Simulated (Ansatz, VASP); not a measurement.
# Two plane-wave programs on ZrTi3C4

```xyz
8
Lattice="3.1478 0.0000 0.0000 0.0000 3.1478 0.0000 0.0000 0.0000 8.8623" Properties=species:S:1:pos:R:3 pbc="T T T"
Zr    0.0000    0.0000    0.0000
Ti    1.5739    1.5739    2.3008
Ti    0.0000    0.0000    4.4312
Ti    1.5739    1.5739    6.5615
C     0.0000    0.0000    2.3101
C     1.5739    1.5739    4.4312
C     0.0000    0.0000    6.5522
C     1.5739    1.5739    0.0000
```

Alike in both runs: task single point; functional PBE; k mesh 6 × 6 × 2; occupations gaussian, width 0.1 eV; collinear spin.

|  | VASP | Ansatz |
| --- | --- | --- |
| version | VASP 6.6.1 | Ansatz 0.2.0 |
| potentials or method | VASP PAW PBE potentials, release 64 (Zr_sv, Ti_sv, C), cutoff 520 eV | scalar-relativistic, plane waves, PAW |
| valence electrons in the cell | 64 | 64 |

```tsv
	VASP	Ansatz	Ansatz less VASP
gap on the k mesh at the Fermi level (eV)	none	none	-
pressure (GPa)	0.2	0.0	-0.25
net moment per atom (μB)	0.00	0.00	0.000
```

A gap of «none» marks a metal or a gap that the smearing closes. The functional is the same, so the differences come from potentials, cutoffs and numerics. Ansatz's warnings: seeded moment not kept.
